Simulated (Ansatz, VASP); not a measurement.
**Two plane-wave programs on Rh**

```xyz
2
Lattice="-2.6443 3.0409 1.2936 3.0409 -2.6443 1.2936 1.8494 1.8494 -0.5672" Properties=species:S:1:pos:R:3 pbc="T T T"
Rh    4.8325   -0.7372    0.7264
Rh   -0.2405    2.4865    1.0100
```

Alike in both runs: task single point; functional PBEsol; k mesh 14 × 14 × 13; occupations fermi-dirac, width 0.1 eV; no spin polarisation.

|  | VASP | Ansatz |
| --- | --- | --- |
| version | VASP 6.6.1 | Ansatz 0.2.0 |
| potentials or method | VASP PAW PBE potentials, release 64 (Rh_pv), cutoff 520 eV | plane waves (420 eV) with PAW, scalar-relativistic |
| valence electrons in the cell | 30 | 34 |

|  | VASP | Ansatz | Ansatz less VASP |
| --- | --- | --- | --- |
| pressure (GPa) | -0.3 | -0.2 | +0.07 |
| traceless stress, the component that is largest in VASP (GPa) | -0.60 | -0.61 | -0.003 |

VASP's potentials were made for PBE, not for PBEsol, and Ansatz warns of the same on its side. With one functional, cell and mesh, what is left measures potentials, basis and numerics. VASP's potentials hold 30 valence electrons a cell and Ansatz's 34, so a difference there can come from the potentials and not from the codes.
